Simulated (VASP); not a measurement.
Input of a VASP 6.6.1 run:

INCAR

```
PREC     = Accurate       # precision mode
ENCUT    = 520            # plane-wave cutoff, eV
EDIFF    = 1E-7           # SCF threshold, eV
ISMEAR   = 0              # smearing method
SIGMA    = 0.1            # smearing width, eV
LREAL    = F              # projectors in reciprocal space
LASPH    = T              # aspherical terms in the spheres
NELM     = 100            # most SCF steps
ALGO     = Normal         # electronic algorithm
ISIF     = 2              # what is computed and relaxed
LWAVE    = F              # write WAVECAR
LCHARG   = F              # write CHGCAR
GGA      = PE             # functional
NBANDS   = 10             # bands
```

Contents of KPOINTS:

```
Automatic mesh
0
Gamma
  12 12 12
```

File POSCAR:

```
Mg2Al
1.0
    0.0000000000      3.3229219091      3.3229219091
    3.3229219091      0.0000000000      3.3229219091
    3.3229219091      3.3229219091      0.0000000000
Mg Al
2 1
Direct
    0.2500000000      0.2500000000      0.2500000000
    0.7500000000      0.7500000000      0.7500000000
    0.0000000000      0.0000000000      0.0000000000
```

Potentials or basis: VASP PAW PBE potentials, release 64 (Mg, Al).

Command:

```sh
$ cat potpaw_PBE.64/Mg/POTCAR potpaw_PBE.64/Al/POTCAR > POTCAR
$ mpirun -np 1 vasp_std > vasp.out
```

Task: What does it give for the pressure?

Result: -0.1 GPa.
